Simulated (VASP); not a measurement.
A run of VASP 6.6.1 is set up as follows.

INCAR

```
  PREC = Accurate
  ENCUT = 520
  EDIFF = 1E-6
  ISMEAR = 0
  SIGMA = 0.05
  LREAL = False
  LASPH = True
  NELM = 80
  ALGO = Normal
  ISIF = 2
  LWAVE = False
  LCHARG = False
  LDIPOL = True
  IDIPOL = 3
  DIPOL = 0.5 0.5 0.500
  GGA = PE
  NBANDS = 26
```

The input KPOINTS:

```
Automatic mesh
0
Gamma
  9 9 1
```

The input POSCAR:

```
BAs
1.0
    3.4003508765      0.0000000000      0.0000000000
   -1.7001754383      2.9447902409      0.0000000000
    0.0000000000      0.0000000000     24.0232183101
As B
4 4
Direct
    0.0000000000      0.0000000000      0.3121979704
    0.3333333333      0.6666666667      0.4277684502
    0.6666666667      0.3333333333      0.5433389299
    0.0000000000      0.0000000000      0.6589094096
    0.3333333333      0.6666666667      0.3410905904
    0.6666666667      0.3333333333      0.4566610701
    0.0000000000      0.0000000000      0.5722315498
    0.3333333333      0.6666666667      0.6878020296
```

Potentials or basis: VASP PAW PBE potentials, release 64 (As, B).

Command:

```sh
$ cat potpaw_PBE.64/As/POTCAR potpaw_PBE.64/B/POTCAR > POTCAR
$ mpirun -np 1 vasp_std > vasp.out
```

Q: Estimate the band gap on the k mesh.

A: Zero (band 16 reaches 0.11 eV, above the bottom of band 17 at -0.13 eV).

Q: Estimate the largest force.

A: 2.181 eV/Å.

Forces on the atoms (eV/Å):
```
As   0.000  0.000  0.173
As   0.000  0.000  0.228
As   0.000  0.000  0.230
As   0.000  0.000  2.181
B    0.000  0.000 -0.418
B    0.000  0.000 -0.176
B    0.000  0.000 -0.576
B    0.000  0.000 -1.639
```
